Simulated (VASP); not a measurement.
Here is a VASP 6.6.1 calculation.

File INCAR:

```
SYSTEM = AlN
PREC = Accurate
ENCUT = 520
EDIFF = 1E-6
ISMEAR = 0
SIGMA = 0.05
LREAL = .FALSE.
LASPH = .TRUE.
NELM = 80
ALGO = Normal
ISIF = 2
LWAVE = .FALSE.
LCHARG = .FALSE.
GGA = PE
NBANDS = 11
```

KPOINTS

```
Automatic mesh
0
G
  10 10 10
  0 0 0
```

Contents of POSCAR:

```
AlN
1.0
    0.0000000000      2.1685632977      2.2676347174
    2.1685632977      0.0000000000      2.2676347174
    2.1685632977      2.1685632977      0.0000000000
Al N
1 1
Direct
    0.0000000000      0.0000000000      0.0000000000
    0.7500000000      0.7500000000      0.7500000000
```

Potentials or basis: VASP PAW PBE potentials, release 64 (Al, N).

Command:

```console
$ cat potpaw_PBE.64/Al/POTCAR potpaw_PBE.64/N/POTCAR > POTCAR
$ mpirun -np 1 vasp_std > vasp.out
```

(1) What does it give for the band gap on the k mesh?

(2) Predict the pressure.

## Answers

(1) 3.17 eV, indirect (least direct gap 3.91 eV).

(2) -0.3 GPa.

Caveat: the cell differs from its parent crystal (strain -0.015 along x and y, +0.030 along z).
